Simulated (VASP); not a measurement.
A run of VASP 6.6.1 is set up as follows.

Contents of POSCAR:

```
As
1.0
    0.0000000000      2.1218457410      2.1218457410
    2.1218457410      0.0000000000      2.1218457410
    2.1218457410      2.1218457410      0.0000000000
As
1
Direct
    0.0000000000      0.0000000000      0.0000000000
```

File INCAR.step1:

```
ALGO = Normal
EDIFF = 1E-4
ENCUT = 520
GGA = PE
ISMEAR = -1
LASPH = True
LCHARG = False
LREAL = False
LWAVE = True
NBANDS = 8
NELM = 80
PREC = Accurate
SIGMA = 0.1
```

The input INCAR.step2:

```
ALGO = Normal
EDIFF = 1E-6
ENCUT = 520
ISIF = 2
ISMEAR = -1
ISTART = 1
LASPH = True
LCHARG = False
LMIXTAU = True
LREAL = False
LWAVE = False
METAGGA = R2SCAN
NBANDS = 8
NELM = 80
PREC = Accurate
SIGMA = 0.1
```

The input KPOINTS:

```
k-points
0
Gamma
  21 21 21
```

Potentials or basis: VASP PAW PBE potentials, release 64 (As).

The run is started by

```bash
$ cat potpaw_PBE.64/As/POTCAR > POTCAR
$ cp INCAR.step1 INCAR
$ mpirun -np 1 vasp_std > vasp.out
$ cp INCAR.step2 INCAR
$ mpirun -np 1 vasp_std > vasp.out
```

What does it give for the pressure?

-0.2 GPa.

Caveat: the PAW data sets were made with another functional, which shifts forces and pressure a little.
